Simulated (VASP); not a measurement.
A run of VASP 6.6.1 is set up as follows.

The input INCAR:

```
SYSTEM = Ge2Cl
  PREC = Accurate
  ENCUT = 520
  EDIFF = 1E-6
  ISMEAR = 0
  SIGMA = 0.1
  LREAL = .False.
  LASPH = .True.
  NELM = 100
  ALGO = Normal
  ISIF = 2
  LWAVE = .False.
  LCHARG = .False.
  GGA = PE
  NBANDS = 44
```

KPOINTS

```
regular mesh
0
Gamma
  4 4 4
  0 0 0
```

POSCAR

```
Ge2Cl
1.0
    4.2361085390      0.0000000000      0.0000000000
    0.0000000000      4.2361085390      0.0000000000
    0.0000000000      0.0000000000      7.2880643652
Ge Cl
4 2
Direct
    0.0000000000      0.0000000000      0.0000000000
    0.5000000000      0.5000000000      0.0000000000
    0.0000000000      0.5000000000      0.2498423892
    0.5000000000      0.0000000000      0.7501576108
    0.0000000000      0.5000000000      0.5940564062
    0.5000000000      0.0000000000      0.4059435938
```

Potentials or basis: VASP PAW PBE potentials, release 64 (Ge_d, Cl).

Launch:

```bash
$ cat potpaw_PBE.64/Ge_d/POTCAR potpaw_PBE.64/Cl/POTCAR > POTCAR
$ mpirun -np 1 vasp_std > vasp.out
```

Q: Predict the pressure.

A: 0.0 GPa.

Q: Predict the largest force.

A: 0.013 eV/Å.

Q: What does it give for the band gap on the k mesh?

A: Zero (bands 35 and 36 overlap by 2.59 eV).

Stress tensor (GPa, compression positive):
```
-0.03  0.00  0.00
 0.00 -0.03  0.00
 0.00  0.00  0.09
```

Caveat: the k points lie up to 0.37 Å⁻¹ apart, too coarse for converged energies and pressures of a metal.
